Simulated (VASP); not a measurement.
# HfF5 (P-62m) in VASP: further runs

Runs on HfF5. Level: PBE. Tasks: single point, relaxation of cell and atoms.

Program: VASP 6.6.1. These are calculated values, not measurements. Logs are shortened: lines on timing, memory, paths and dates and some standing lists are left out, and cuts for length are marked.

## Step 1: The cell of the first run

Symmetry: P-62m, No. 189, hexagonal system. The conventional cell has a = 4.453 Å, b = 4.453 Å, c = 3.523 Å, α = 90.00°, β = 90.00°, γ = 120.00°. Hf (site symmetry -62m) has 12 F at 2.18 to 2.57 Å within 2.9 Å. Within 2.9 Å of F (site symmetry m2m) lie 2 Hf at 2.18 Å and 10 F at 2.24 to 2.75 Å. Within 3.1 Å of F (site symmetry -6) lie 9 F at 2.37 to 2.57 Å and 3 Hf at 2.57 Å.

## Step 2: Single point, PBE

Input file INCAR:

```
SYSTEM = HfF5
PREC = Accurate
ENCUT = 520
EDIFF = 1E-7
ISMEAR = 0
SIGMA = 0.1
LREAL = .False.
LASPH = .True.
NELM = 80
ALGO = Normal
ISIF = 2
LWAVE = .False.
LCHARG = .False.
GGA = PE
NBANDS = 32
```

Input file KPOINTS:

```
regular mesh
0
Gamma
  6 6 4
  0 0 0
```

Input file POSCAR:

```
HfF5
1.0
    4.4533786373      0.0000000030      0.0000000000
   -2.2266893213      3.8567390311      0.0000000000
    0.0000000000      0.0000000000      3.5226313076
Hf F
1 5
Direct
    0.0000000000      0.0000000000      0.5000000000
    0.0000000000      0.2899057113      0.0000000000
    0.7100942887      0.7100942887      0.0000000000
    0.2899057113      0.0000000000      0.0000000000
    0.6666666667      0.3333333333      0.5000000000
    0.3333333333      0.6666666667      0.5000000000
```

Potentials or basis: VASP PAW PBE potentials, release 64 (Hf_pv, F).

Command:

```console
$ cat potpaw_PBE.64/Hf_pv/POTCAR potpaw_PBE.64/F/POTCAR > POTCAR
$ mpirun -np 1 vasp_std > vasp.out
```

OUTCAR:

```text
SYSTEM = HfF5
   PREC = Accurate
   ENCUT = 520
   EDIFF = 1E-7
   ISMEAR = 0
   LREAL = .False.
   LASPH = .True.
   NELM = 80
   ISIF = 2
   GGA = PE

 ion  position               nearest neighbor table
   1  0.000  0.000  0.500-   3 2.18   3 2.18   4 2.18   4 2.18   2 2.18   2 2.18   6 2.57   5 2.57
                             5 2.57   6 2.57   5 2.57   6 2.57
   2  0.000  0.290  0.000-   1 2.18   1 2.18
   3  0.710  0.710  0.000-   1 2.18   1 2.18
   4  0.290  0.000  0.000-   1 2.18   1 2.18
   5  0.667  0.333  0.500-   1 2.57   1 2.57   1 2.57
   6  0.333  0.667  0.500-   1 2.57   1 2.57   1 2.57

  LATTYP: Found a hexagonal cell.
 ALAT       =     4.4533786373
 C/A-ratio  =     0.7910019773

  Lattice vectors:

 A1 = (   4.4533786373,   0.0000000030,   0.0000000000)
 A2 = (  -2.2266893213,   3.8567390311,   0.0000000000)
 A3 = (   0.0000000000,   0.0000000000,   3.5226313076)

Analysis of symmetry for initial positions (statically):
=====================================================================
 Subroutine PRICEL returns:
 Original cell was already a primitive cell.

 Routine SETGRP: Setting up the symmetry group for a
 hexagonal supercell.

 Subroutine GETGRP returns: Found 12 space group operations
 (whereof 12 operations were pure point group operations)
 out of a pool of 24 trial point group operations.

The static configuration has the point symmetry D_3h.

Analysis of symmetry for dynamics (positions and initial velocities):
=====================================================================
 Subroutine PRICEL returns:
 Original cell was already a primitive cell.

 Routine SETGRP: Setting up the symmetry group for a
 hexagonal supercell.

 Subroutine GETGRP returns: Found 12 space group operations
 (whereof 12 operations were pure point group operations)
 out of a pool of 24 trial point group operations.

The dynamic configuration has the point symmetry D_3h.

 Subroutine INISYM returns: Found 12 space group operations
 (whereof 12 operations are pure point group operations),
 and found     1 'primitive' translations

----------------------------------------------------------------------------------------

                                     Primitive cell

  volume of cell :      60.5030

  direct lattice vectors                    reciprocal lattice vectors
     4.453378637  0.000000003  0.000000000     0.224548614  0.129643203  0.000000000
    -2.226689321  3.856739031  0.000000000    -0.000000000  0.259286405  0.000000000
     0.000000000  0.000000000  3.522631308     0.000000000  0.000000000  0.283878701

  length of vectors
     4.453378637  4.453378637  3.522631308     0.259286405  0.259286405  0.283878701

  position of ions in fractional coordinates (direct lattice)
     0.000000000  0.000000000  0.500000000
     0.000000000  0.289905711  0.000000000
     0.710094289  0.710094289  0.000000000
     0.289905711  1.000000000  0.000000000
     0.666666667  0.333333333  0.500000000
     0.333333333  0.666666667  0.500000000

  ion indices of the primitive-cell ions
   primitive index   ion index
                 1           1
                 2           2
                 3           3
                 4           4
                 5           5
                 6           6

----------------------------------------------------------------------------------------

 KPOINTS: regular mesh

Automatic generation of k-mesh.
 Grid dimensions read from file:
 generate k-points for:    6    6    4

 Generating k-lattice:

  Cartesian coordinates                     Fractional coordinates (reciprocal lattice)
     0.037424769  0.021607200  0.000000000     0.166666667  0.000000000  0.000000000
    -0.000000000  0.043214401  0.000000000    -0.000000000  0.166666667  0.000000000
     0.000000000  0.000000000  0.070969675     0.000000000  0.000000000  0.250000000

  Length of vectors
     0.043214401  0.043214401  0.070969675

  Shift w.r.t. Gamma in fractional coordinates (k-lattice)
     0.000000000  0.000000000  0.000000000

 Subroutine IBZKPT returns following result:
 ===========================================

 Found     21 irreducible k-points:

 Following reciprocal coordinates:
            Coordinates               Weight
  0.000000  0.000000  0.000000      1.000000
  0.166667  0.000000  0.000000      6.000000
  0.333333  0.000000  0.000000      6.000000
  0.500000  0.000000  0.000000      3.000000
  0.166667  0.166667  0.000000      6.000000
  0.333333  0.166667  0.000000     12.000000
[... 13 lines left out ...]
  0.333333  0.166667  0.500000     12.000000
  0.333333  0.333333  0.500000      2.000000
   k-points           NKPTS =     21   k-points in BZ     NKDIM =     21   number of bands    NBANDS=     32
   number of dos      NEDOS =    301   number of ions     NIONS =      6
   total plane-waves  NPLWV =  36288
   dimension x,y,z NGX =    36 NGY =   36 NGZ =   28
   dimension x,y,z NGXF=    72 NGYF=   72 NGZF=   56
[... 51 lines left out ...]

 number of electron      45.0000030 magnetization

 Free energy of the ion-electron system (eV)
  ---------------------------------------------------
  ext. energy  EPLUGINS =         0.00000000
  ---------------------------------------------------
  free energy    TOTEN  =       -34.12345914 eV

  energy without entropy =      -34.08471418  energy(sigma->0) =      -34.10408666

 E-fermi :   0.4982     XC(G=0): -11.2436

 val. band max:        0.4888738930   @ k =   0.1667   0.0000   0.2500
 cond. band min:       0.5046025719   @ k =   0.3333   0.1667   0.2500
 fundamental gap:      0.0157286789
 Fermi energy:         0.4981596152

 k-point     1 :       0.0000    0.0000    0.0000
  band No.  band energies     occupation
      1     -29.7304      2.00000
      2     -29.7304      2.00000
      3     -29.4759      2.00000
      4     -21.8463      2.00000
      5     -19.9344      2.00000
      6     -19.9344      2.00000
[... 24 lines left out ...]
     31      16.3902      0.00000
     32      16.3902      0.00000

 k-point     2 :       0.1667    0.0000    0.0000
  band No.  band energies     occupation
      1     -29.7392      2.00000
      2     -29.7317      2.00000
      3     -29.4756      2.00000
      4     -21.7472      2.00000
      5     -20.1083      2.00000
      6     -20.0210      2.00000
[... 24 lines left out ...]
     31      15.7437      0.00000
     32      16.4886      0.00000

 k-point     3 :       0.3333    0.0000    0.0000
  band No.  band energies     occupation
      1     -29.7565      2.00000
      2     -29.7343      2.00000
      3     -29.4749      2.00000
      4     -21.4995      2.00000
      5     -20.4038      2.00000
      6     -20.1581      2.00000
[... 24 lines left out ...]
     31      14.4768      0.00000
     32      16.6566      0.00000

 k-point     4 :       0.5000    0.0000    0.0000
  band No.  band energies     occupation
      1     -29.7651      2.00000
      2     -29.7356      2.00000
      3     -29.4745      2.00000
      4     -21.3176      2.00000
      5     -20.5983      2.00000
      6     -20.2152      2.00000
[... 24 lines left out ...]
     31      13.6096      0.00000
     32      16.7229      0.00000

 k-point     5 :       0.1667    0.1667    0.0000
  band No.  band energies     occupation
      1     -29.7504      2.00000
      2     -29.7355      2.00000
      3     -29.4750      2.00000
      4     -21.5723      2.00000
      5     -20.2915      2.00000
      6     -20.1648      2.00000
[... 479 lines left out ...]
     31      15.1365      0.00000
     32      16.3026      0.00000

 k-point    19 :       0.1667    0.1667    0.5000
  band No.  band energies     occupation
      1     -29.8898      2.00000
      2     -29.6807      2.00000
      3     -29.6682      2.00000
      4     -20.5987      2.00000
      5     -20.2347      2.00000
      6     -20.2105      2.00000
[... 24 lines left out ...]
     31      15.7569      0.00000
     32      16.0301      0.00000

 k-point    20 :       0.3333    0.1667    0.5000
  band No.  band energies     occupation
      1     -29.8867      2.00000
      2     -29.6888      2.00000
      3     -29.6724      2.00000
      4     -20.4845      2.00000
      5     -20.3335      2.00000
      6     -20.2484      2.00000
[... 24 lines left out ...]
     31      15.5665      0.00000
     32      16.1904      0.00000

 k-point    21 :       0.3333    0.3333    0.5000
  band No.  band energies     occupation
      1     -29.8857      2.00000
      2     -29.6826      2.00000
      3     -29.6826      2.00000
      4     -20.4143      2.00000
      5     -20.3298      2.00000
      6     -20.3298      2.00000
[... 24 lines left out ...]
     31      16.2266      0.00000
     32      16.3507      0.00000

------------------------ aborting loop because EDIFF is reached ----------------------------------------

  FORCE on cell =-STRESS in cart. coord.  units (eV):
  Direction    XX          YY          ZZ          XY          YZ          ZX
  --------------------------------------------------------------------------------------
  -------------------------------------------------------------------------------------
  Total       -0.7013204     -0.7013204     -1.0623049      0.0000000     -0.0000000      0.0000000
  in kB      -18.5716282    -18.5716282    -28.1308398      0.0000000     -0.0000000      0.0000000
  external PRESSURE =     -21.7580321 kB  Pullay stress =       0.0000000 kB

 VOLUME and BASIS-vectors are now :
 -----------------------------------------------------------------------------
  energy-cutoff  :      520.00
  volume of cell :       60.50
      direct lattice vectors                 reciprocal lattice vectors
     4.453378637  0.000000003  0.000000000     0.224548614  0.129643203  0.000000000
    -2.226689321  3.856739031  0.000000000    -0.000000000  0.259286405  0.000000000
     0.000000000  0.000000000  3.522631308     0.000000000  0.000000000  0.283878701

 POSITION                                       TOTAL-FORCE (eV/Angst)
 -----------------------------------------------------------------------------------
      0.00000      0.00000      1.76132        -0.000000      0.000000     -0.000000
     -0.64553      1.11809      0.00000         0.076918     -0.133226      0.000000
      1.58116      2.73865      0.00000         0.076918      0.133226      0.000000
      1.29106      0.00000      0.00000        -0.153836     -0.000000     -0.000000
      2.22669      1.28558      1.76132        -0.000000      0.000000     -0.000000
     -0.00000      2.57116      1.76132        -0.000000      0.000000     -0.000000
 -----------------------------------------------------------------------------------
    total drift:                                0.000000      0.000000     -0.000000

  FREE ENERGIE OF THE ION-ELECTRON SYSTEM (eV)
  ---------------------------------------------------
  free  energy   TOTEN  =       -34.1234591395 eV

  energy  without entropy=      -34.0847141754  energy(sigma->0) =      -34.10408666
```

It took 32 s on 1 thread of Intel Xeon Platinum 8375C at 2.90GHz (Ice Lake), shared host; peak memory 0.2 GiB.

What came out:

- Free energy: -34.1235 eV
- Pressure: -2.2 GPa
- Largest force: 0.154 eV/Å

Forces in eV/Å, atoms in the order of the input:
```
Hf   0.000  0.000  0.000
F    0.077 -0.133  0.000
F    0.077  0.133  0.000
F   -0.154  0.000  0.000
F    0.000  0.000  0.000
F    0.000  0.000  0.000
```

Caveat: the k points lie up to 0.45 Å⁻¹ apart; spin-orbit coupling is left out, which moves the levels of the heavy elements; an odd number of electrons without spin polarisation forces a metal; a magnetic or distorted state may lie lower.

## Step 3: Single point, PBE

This run uses another cell than the first one, of 12.22 Å³/atom, 1.211 times its volume.

Input file INCAR:

```
SYSTEM = HfF5
  PREC = Accurate
  ENCUT = 520
  EDIFF = 1E-6
  ISMEAR = 0
  SIGMA = 0.1
  LREAL = .FALSE.
  LASPH = .TRUE.
  NELM = 60
  ALGO = Normal
  ISIF = 2
  LWAVE = .FALSE.
  LCHARG = .TRUE.
  GGA = PE
  LELF = .TRUE.
  LVHAR = .TRUE.
  NBANDS = 32
```

Input file KPOINTS:

```
Automatic mesh
0
G
  6 6 4
  0 0 0
```

Input file POSCAR:

```
HfF5
1.0
    4.2879660300      0.0000000000      0.0000000000
   -2.1439830200      3.7134875100      0.0000000000
    0.0000000000      0.0000000000      4.6030939000
Hf F
1 5
Direct
    0.0000000000      0.0000000000      0.5000000000
    0.0000000000      0.3317663100      0.0000000000
    0.6682336900      0.6682336900      0.0000000000
    0.3317663100      0.0000000000      0.0000000000
    0.6666666700      0.3333333300      0.5000000000
    0.3333333300      0.6666666700      0.5000000000
```

Potentials or basis: VASP PAW PBE potentials, release 64 (Hf_pv, F).

Command:

```console
$ cat potpaw_PBE.64/Hf_pv/POTCAR potpaw_PBE.64/F/POTCAR > POTCAR
$ mpirun -np 1 vasp_std > vasp.out
```

It took 34 s on 1 thread of Intel Xeon Platinum 8375C at 2.90GHz (Ice Lake), shared host; peak memory 0.2 GiB.

The run converged. Its results:

```yaml
Free_energy: -31.6066 eV
Pressure: -26.2 GPa
Largest_force: 1.380 eV/Å
```

Forces on the atoms (eV/Å):
```
Hf   0.000  0.000  0.000
F    0.690 -1.195  0.000
F    0.690  1.195  0.000
F   -1.380  0.000  0.000
F    0.000  0.000  0.000
F    0.000  0.000  0.000
```

Stress tensor (GPa, compression positive):
```
-22.85   0.00   0.00
  0.00 -22.85   0.00
  0.00   0.00 -32.86
```

Levels at points of the mesh, in eV from the Fermi level:
| k point | band 20 | band 21 | band 22 | band 23 | band 24 | band 25 | band 26 | band 27 |
| --- | --- | --- | --- | --- | --- | --- | --- | --- |
| (0.00, 0.00, 0.00) | -1.91 | -1.37 | 0.27 | 0.27 | 3.07 | 3.07 | 3.16 | 3.89 |
| (0.50, 0.00, 0.00) | -1.21 | -0.48 | -0.39 | -0.24 | 2.59 | 3.12 | 3.45 | 3.62 |
| (0.00, 0.00, 0.50) | -1.28 | -1.27 | 0.27 | 0.27 | 2.77 | 2.77 | 2.89 | 4.47 |
| (0.50, 0.00, 0.50) | -1.43 | -0.61 | -0.39 | -0.26 | 2.59 | 2.67 | 3.01 | 3.66 |

Caveat: spin-orbit coupling is left out, which moves the levels of the heavy elements; an odd number of electrons without spin polarisation forces a metal; a magnetic or distorted state may lie lower.

## Step 4: Relaxation of cell and atoms, PBE

This run uses another cell than the first one, of 12.22 Å³/atom, 1.211 times its volume.

Input file INCAR:

```
SYSTEM = HfF5
  ALGO = Normal
  EDIFF = 1E-7
  EDIFFG = -0.04
  ENCUT = 600
  GGA = PE
  IBRION = 2
  ISIF = 3
  ISMEAR = 0
  LASPH = .True.
  LCHARG = .False.
  LREAL = .False.
  LWAVE = .False.
  NELM = 80
  NSW = 90
  PREC = Accurate
  SIGMA = 0.1
```

Input file KPOINTS:

```
k-points
0
Gamma
  6 6 4
  0 0 0
```

POSCAR is that of step 3.

Command:

```console
$ cat potpaw_PBE.64/Hf_pv/POTCAR potpaw_PBE.64/F/POTCAR > POTCAR
$ mpirun -np 1 vasp_std > vasp.out
```

Run time: 13 min. Hardware: 1 thread of Intel Xeon Platinum 8375C at 2.90GHz (Ice Lake), shared host; peak memory 0.25 GiB.

Results (log left out):

```
Free energy                            : -34.1760 eV
Relaxed volume                         : 9.91 Å³/atom
Relaxed cell                           : a = 4.418 Å, b = 4.418 Å, c = 3.515 Å, α = 90.00°, β = 90.00°, γ = 120.00°
Space group after relaxing (to 0.05 Å) : P-62m (No. 189)
Energy gained by relaxing              : 427.2 meV/atom
Ionic steps                            : 30
Pressure after relaxing                : 0.2 GPa
Largest force after relaxing           : 0.020 eV/Å
```

Forces in eV/Å, atoms in the order of the input:
```
Hf   0.000  0.000  0.000
F    0.010 -0.018  0.000
F    0.010  0.018  0.000
F   -0.020  0.000  0.000
F    0.000  0.000  0.000
F    0.000  0.000  0.000
```

Stress tensor (GPa, compression positive):
```
0.15 0.00 0.00
0.00 0.15 0.00
0.00 0.00 0.29
```

Step by step:
| step | energy change (eV) | largest force (eV/Å) | pressure (GPa) | volume (Å³) |
| --- | --- | --- | --- | --- |
| 1 | 0.0000 | 1.3797 | -26.26 | 73.30 |
| 2 | -2.2889 | 0.4591 | 4.59 | 54.01 |
| 3 | -2.2917 | 0.5213 | 2.66 | 54.51 |
| 4 | -2.4661 | 0.2934 | 3.37 | 54.44 |
| 5 | -2.4763 | 0.2145 | 4.13 | 54.40 |
| 6 | -2.4777 | 0.1742 | 4.51 | 54.37 |
| 7 | -2.4983 | 0.1728 | -2.16 | 56.57 |
| 8 | -2.5016 | 0.1723 | -0.45 | 55.96 |
| 9 | -2.5045 | 0.0185 | 0.00 | 55.99 |
| 10 | -2.5045 | 0.0328 | 0.03 | 55.99 |
| 11 | -2.5061 | 0.0298 | 0.14 | 56.02 |
| 12 | -2.5091 | 0.0304 | 0.54 | 56.08 |
| 13 | -2.5096 | 0.0754 | 1.77 | 56.17 |
| 14 | -2.5103 | 0.0658 | 1.64 | 56.24 |
| 15 | -2.5123 | 0.0381 | 1.27 | 56.46 |
| 16 | -2.5162 | 0.0150 | 0.60 | 56.89 |
| 17 | -2.5261 | 0.1171 | -0.47 | 57.74 |
| 18 | -2.5507 | 0.3240 | -1.82 | 59.38 |
| 19 | -2.4357 | 0.7494 | -1.69 | 62.40 |
| 20 | -2.5527 | 0.3380 | -1.88 | 59.59 |
| 21 | -2.5538 | 0.3448 | -1.86 | 59.74 |
| 22 | -2.5541 | 0.3491 | -1.83 | 59.83 |
| 23 | -2.5539 | 0.3578 | -1.77 | 60.02 |
| 24 | -2.5542 | 0.3515 | -1.82 | 59.88 |
| 25 | -2.5556 | 0.3271 | -1.63 | 59.83 |
| 26 | -2.5591 | 0.2525 | -1.04 | 59.69 |
| 27 | -2.5627 | 0.0992 | 0.08 | 59.41 |
| 28 | -2.5629 | 0.0507 | 0.43 | 59.32 |
| 29 | -2.5631 | 0.0423 | 0.37 | 59.35 |
| 30 | -2.5634 | 0.0203 | 0.20 | 59.43 |

Final structure:
```xyz
6
Lattice="4.4184 0.0000 0.0000 -2.2092 3.8265 0.0000 0.0000 0.0000 3.5153" Properties=species:S:1:pos:R:3 pbc="T T T"
Hf    0.0000    0.0000    1.7576
F     3.7772    1.1106    0.0000
F     1.5680    2.7159    0.0000
F    -0.9268    3.8265    0.0000
F     2.2092    1.2755    1.7576
F     0.0000    2.5510    1.7576
```

Levels at points of the mesh, in eV from the Fermi level:
```tsv
k point	band 20	band 21	band 22	band 23	band 24	band 25
(0.00, 0.00, 0.00)	-1.01	-0.19	-0.19	-0.13	5.56	6.56
(0.50, 0.00, 0.00)	-0.75	-0.50	-0.40	-0.09	5.21	6.00
(0.00, 0.00, 0.50)	-0.40	-0.40	-0.40	0.51	5.29	6.63
(0.50, 0.00, 0.50)	-0.73	-0.73	-0.35	0.08	5.41	6.04
```

Caveat: the volume moved by over 15 % at a fixed basis, so the end points are rough; spin-orbit coupling is left out, which moves the levels of the heavy elements; an odd number of electrons without spin polarisation forces a metal; a magnetic or distorted state may lie lower.

## Step 5: Overview

| task | cell | cutoff (eV) | gap on the mesh (eV) | pressure (GPa) | largest force (eV/Å) |
| --- | --- | --- | --- | --- | --- |
| single point | a = 4.453, b = 4.453, c = 3.523 Å, angles 90.0, 90.0, 120.0°, 6 atoms | 520 | none | -2.2 | 0.15 |
| single point | a = 4.288, b = 4.288, c = 4.603 Å, angles 90.0, 90.0, 120.0°, 6 atoms | 520 | none | -26.2 | 1.38 |
| relaxation of cell and atoms | relaxed from a = 4.288, b = 4.288, c = 4.603 Å, angles 90.0, 90.0, 120.0°, 6 atoms | 600 | none | 0.2 | 0.02 |

Alike in all rows: level PBE; potentials or basis VASP PAW PBE potentials, release 64 (Hf_pv, F); no spin polarisation; k mesh 6 × 6 × 4; smearing gaussian 0.1 eV.

Caveats: some runs use coarse meshes; spin-orbit coupling is left out, which moves the levels of the heavy elements; an odd number of electrons without spin polarisation forces a metal; a magnetic or distorted state may lie lower; the volume moved by over 15 % at a fixed basis, so the end points are rough (some runs).

Total energies depend on the potentials used, so only differences within one code and one set of settings carry meaning.
